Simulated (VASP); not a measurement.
**Y: single point with PBE**

Y:

```
Y
1.0
     0.00000    2.48500    2.48500
     2.48500    0.00000    2.48500
     2.48500    2.48500    0.00000
Y
1
Direct
  0.00000 0.00000 0.00000
```

| Property | Result |
| --- | --- |
| Program | VASP 6.6.1 |
| Task | single point |
| Functional | PBE |
| Potentials or basis | VASP PAW PBE potentials, release 64 (Y_sv) |
| Cutoff | 520 eV |
| k mesh | 6 × 6 × 6 |
| Occupations | gaussian, width 0.1 eV |
| Spin | no spin polarisation |
| Dipole correction | no |
| Further INCAR settings | ALGO = Normal; EDIFF = 1e-06; NBANDS = 12 |

The pressure is 2.2 GPa.

Levels at points of the mesh, in eV from the Fermi level:
```
           k point  band 3  band 4  band 5  band 6  band 7  band 8
(0.00, 0.00, 0.00)  -22.21  -22.21   -4.88    1.82    1.82    1.82
(0.50, 0.00, 0.00)  -22.30  -22.30   -2.08    0.76    1.64    1.64
(0.50, 0.50, 0.00)  -22.46  -22.46   -1.92   -1.01    2.32    5.56
```

Run time: 15 s on 1 thread of AMD EPYC 7R43 64-Core Processor (Zen 3) (shared host), peak memory 0.13 GiB.

Caveat: the k points lie up to 0.36 Å⁻¹ apart.
